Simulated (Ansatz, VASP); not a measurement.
LiF: VASP beside Ansatz

File INCAR:

```
ALGO = Normal ; EDIFF = 1E-7
ENCUT = 520 ; GGA = PE
ISIF = 2 ; ISMEAR = 0
LASPH = T ; LCHARG = F
LREAL = F ; LWAVE = F
NBANDS = 18 ; NELM = 100
PREC = Accurate ; SIGMA = 0.05
```

The input KPOINTS:

```
k-points
0
Gamma
  9 9 6
```

File POSCAR:

```
LiF
1.0
    3.1433462554      0.0000000000      0.0000000000
   -1.5716731277      2.7222177101      0.0000000000
    0.0000000000      0.0000000000      5.2355575230
Li F
2 2
Direct
    0.3333333333      0.6666666667      0.3810713234
    0.6666666667      0.3333333333      0.8810713234
    0.3333333333      0.6666666667      0.9939266766
    0.6666666667      0.3333333333      0.4939266766
```

Input for Ansatz:

```yaml
crystal:
  lattice:
    - [3.1433462554, 0.0, 0.0]
    - [-1.5716731277, 2.7222177101, 0.0]
    - [0.0, 0.0, 5.235557523]
  atoms:
    - { symbol: Li, position: [0.3333333333, 0.6666666667, 0.3810713234] }
    - { symbol: Li, position: [0.6666666667, 0.3333333333, 0.8810713234] }
    - { symbol: F, position: [0.3333333333, 0.6666666667, 0.9939266766] }
    - { symbol: F, position: [0.6666666667, 0.3333333333, 0.4939266766] }
basis:
  ecutwfc: 520.0
kpoints:
  mp_grid: { grid: [9, 9, 6] }
hamiltonian:
  xc: pbe
scf:
  occupations: { method: gaussian, width: 0.05 }
output:
  forces: true
  stress: true
  eigenvalues: true
```

Alike in both runs: task single point; functional PBE; k mesh 9 × 9 × 6; occupations gaussian, width 0.05 eV; no spin polarisation.

```csv
,VASP,Ansatz
version,VASP 6.6.1,Ansatz 0.2.0
potentials or method,"VASP PAW PBE potentials, release 64 (Li_sv, F), cutoff 520 eV","scalar-relativistic, plane waves, PAW"
valence electrons in the cell,20,20
```

Ansatz gave:

* gap on the k mesh at the Fermi level (eV): 7.26
* least direct gap on the mesh (eV): 7.26
* rms of the force components (eV/Å): 0.052

Q: Which values does VASP return?

A: gap on the k mesh at the Fermi level (eV): 7.26; least direct gap on the mesh (eV): 7.26; rms of the force components (eV/Å): 0.056.

Atom by atom the forces differ by 0.004 eV/Å (rms over components). The functional is the same, so the differences come from potentials, cutoffs and numerics.

Noted on VASP's run: the cutoff is short for stress, so the pressure is rough.
